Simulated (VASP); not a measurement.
Input of a VASP 6.6.1 run:

INCAR

```
SYSTEM = K
PREC = Accurate
ENCUT = 600
EDIFF = 1E-8
ISMEAR = -1
SIGMA = 0.1
LREAL = .FALSE.
LASPH = .TRUE.
NELM = 60
ALGO = Normal
ISIF = 3
LWAVE = .FALSE.
LCHARG = .FALSE.
GGA = PS
IBRION = 6
NFREE = 2
POTIM = 0.015
NSW = 1
```

The input KPOINTS:

```
regular mesh
0
G
  18 18 18
  0 0 0
```

POSCAR

```
K
1.0
    0.0000000000      2.4489181207      2.4489181207
    2.4489181207      0.0000000000      2.4489181207
    2.4489181207      2.4489181207      0.0000000000
K
1
Direct
    0.0000000000      0.0000000000      0.0000000000
```

Potentials or basis: VASP PAW PBE potentials, release 64 (K_sv).

Command:

```sh
$ cat potpaw_PBE.64/K_sv/POTCAR > POTCAR
$ mpirun -np 1 vasp_std > vasp.out
```

What does it give for the elastic constants C11, C12, C44?

25, 20, 8 GPa.

Predict the Voigt bulk modulus.

21 GPa.

Clamped-ion elastic tensor (GPa):
```
25 20 20  0  0  0
20 25 20  0  0  0
20 20 25  0  0  0
 0  0  0  8  0  0
 0  0  0  0  8  0
 0  0  0  0  0  8
```

Caveat: the cell is under stress, which shifts elastic constants; the PAW data sets were made with another functional, which shifts forces and pressure a little.
